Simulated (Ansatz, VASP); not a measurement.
**Two plane-wave programs on GaN**

```
CELL_PARAMETERS angstrom
0.00000 2.24912 2.24912
2.24912 0.00000 2.24912
2.24912 2.24912 0.00000
ATOMIC_POSITIONS crystal
Ga 0.00000 0.00000 0.00000
N 0.25000 0.25000 0.25000
```

Alike in both runs: task single point; functional r2SCAN; k mesh 10 × 10 × 10; occupations gaussian, width 0.02 eV; no spin polarisation.

```csv
,VASP,Ansatz
version,VASP 6.6.1,Ansatz 0.2.0
potentials or method,"VASP PAW PBE potentials, release 64 (Ga_d, N), cutoff 520 eV","scalar-relativistic, plane waves, PAW"
valence electrons in the cell,18,18
```

Ansatz gave:

```
gap on the k mesh at the Fermi level (eV) : 2.17
least direct gap on the mesh (eV)         : 2.17
pressure (GPa)                            : 0.0
```

Which values does VASP return?

gap on the k mesh at the Fermi level (eV): 2.16; least direct gap on the mesh (eV): 2.16; pressure (GPa): 1.1.

VASP's potentials were made for PBE, not for r2SCAN.
